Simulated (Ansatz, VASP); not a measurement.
Two plane-wave programs on AlGa3N4

```
Al Ga N
1.0
     4.60150    0.14167    0.14167
     0.14167    4.60150    0.14167
     0.14167    0.14167    4.60150
Al Ga N
1 3 4
Direct
  0.00000 0.00000 0.00000
  0.50000 0.50000 0.00000
  0.50000 0.00000 0.50000
  0.00000 0.50000 0.50000
  0.75481 0.75481 0.24519
  0.75481 0.24519 0.75481
  0.24519 0.75481 0.75481
  0.24519 0.24519 0.24519
```

Alike in both runs: task single point; functional LDA; k mesh 6 × 6 × 6; occupations gaussian, width 0.05 eV; no spin polarisation.

|  | VASP | Ansatz |
| --- | --- | --- |
| version | VASP 6.6.1 | Ansatz 0.2.0 |
| potentials or method | VASP PAW LDA potentials, release 64 (Al, Ga_d, N), cutoff 520 eV | scalar-relativistic, plane waves, PAW |
| valence electrons in the cell | 62 | 62 |

VASP gave:

```
gap on the k mesh at the Fermi level (eV)                     : 1.45
least direct gap on the mesh (eV)                             : 1.45
pressure (GPa)                                                : -15.7
traceless stress, the component that is largest in VASP (GPa) : -8.46
rms of the force components (eV/Å)                            : 0.077
```

Question: What did Ansatz give for the same quantities?

Answer: gap on the k mesh at the Fermi level (eV): 1.45; least direct gap on the mesh (eV): 1.45; pressure (GPa): -16.4; traceless stress, the component that is largest in VASP (GPa): -8.32; rms of the force components (eV/Å): 0.060.

Ansatz warns that its potentials were made for another functional, while VASP's fit it. LDA's correlation is that of Perdew and Zunger in VASP and of Perdew and Wang (1992) in Ansatz. Atom by atom the forces differ by 0.019 eV/Å (rms over components).
